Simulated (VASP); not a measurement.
**NbH2: single point with PBEsol**

NbH2:

```
Nb H
1.0
     0.00000    2.28150    2.28150
     2.28150    0.00000    2.28150
     2.28150    2.28150    0.00000
Nb H
1 2
Direct
  0.00000 0.00000 0.00000
  0.23904 0.23904 0.26096
  0.73904 0.73904 0.76096
```

This cell differs from its parent crystal: all H atoms moved +0.050 Å, as atom 2 towards its neighbour atom 3 (H) at 2.281 Å.

```json
{"Program": "VASP 6.6.1", "Task": "single point", "Functional": "PBEsol", "Potentials or basis": "VASP PAW PBE potentials, release 64 (Nb_sv, H)", "Cutoff": "520 eV", "k mesh": "18 × 18 × 18", "Occupations": "gaussian, width 0.15 eV", "Spin": "no spin polarisation", "Dipole correction": "no", "Further INCAR settings": "ALGO = Normal; EDIFF = 1e-06; NBANDS = 14"}
```

```json
{
 "Pressure": "-5.6 GPa",
 "Largest force": "0.410 eV/Å",
 "Band gap on the k mesh": "zero (an odd number of electrons rules out a gap without spin polarisation)"
}
```

Forces in eV/Å, atoms in the order of the input:
```
Nb   0.000  0.000 -0.410
H    0.000  0.000  0.205
H    0.000  0.000  0.205
```

Stress tensor (GPa, compression positive):
```
-5.50  0.00  0.00
 0.00 -5.50  0.00
 0.00  0.00 -5.74
```

Levels at points of the mesh, in eV from the Fermi level:
```csv
k point,band 5,band 6,band 7,band 8,band 9,band 10
"(0.00, 0.00, 0.00)",-10.67,-1.66,-1.36,-1.36,-0.75,1.27
"(0.50, 0.00, 0.00)",-8.35,-4.92,-1.21,-1.21,2.64,2.64
"(0.50, 0.50, 0.00)",-7.49,-5.06,-4.26,2.82,2.88,2.88
"(0.00, 0.50, 0.50)",-7.47,-4.98,-4.35,2.82,2.87,2.88
```

Wall time 72 s on 1 thread of AMD EPYC 9R45 96-Core Processor (Zen 5), on a shared host, peak memory 0.24 GiB.

Caveat: the cell differs from its parent crystal (all H atoms moved +0.050 Å, as atom 2 towards its neighbour atom 3 (H) at 2.281 Å); the cell stands under tension; the PAW data sets were made with another functional, which shifts forces and pressure a little; an odd number of electrons without spin polarisation forces a metal; a magnetic or distorted state may lie lower.
